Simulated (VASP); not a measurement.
Fe: single point with PBE

The system is Fe.

```
CELL_PARAMETERS angstrom
-1.43450 1.43450 1.43450
1.43450 -1.43450 1.43450
1.43450 1.43450 -1.43450
ATOMIC_POSITIONS crystal
Fe 0.00000 0.00000 0.00000
```

```yaml
Program: VASP 6.6.1
Task: single point
Functional: PBE
Potentials_or_basis: VASP PAW PBE potentials, release 64 (Fe)
Cutoff: 600 eV
k_mesh: 5 × 5 × 5
Occupations: gaussian, width 0.1 eV
Spin: non-collinear spin, typed start, spin-orbit coupling
Starting_moments: "[[0.0, 0.0, 2.2]] μB"
```

* Pressure: -8.5 GPa
* Net moment: 2.09 μB per cell
* Valence electrons inside the program's atomic spheres: Fe 7.18

Moments on the atoms (μB; x, y, z):
```
Fe  0.00 0.00 2.10
```

Run time: 23 s on 1 thread of Intel(R) Xeon(R) 6975P-C (Granite Rapids), on a shared host, peak memory 0.16 GiB.

Caveat: the k points lie up to 0.62 Å⁻¹ apart.
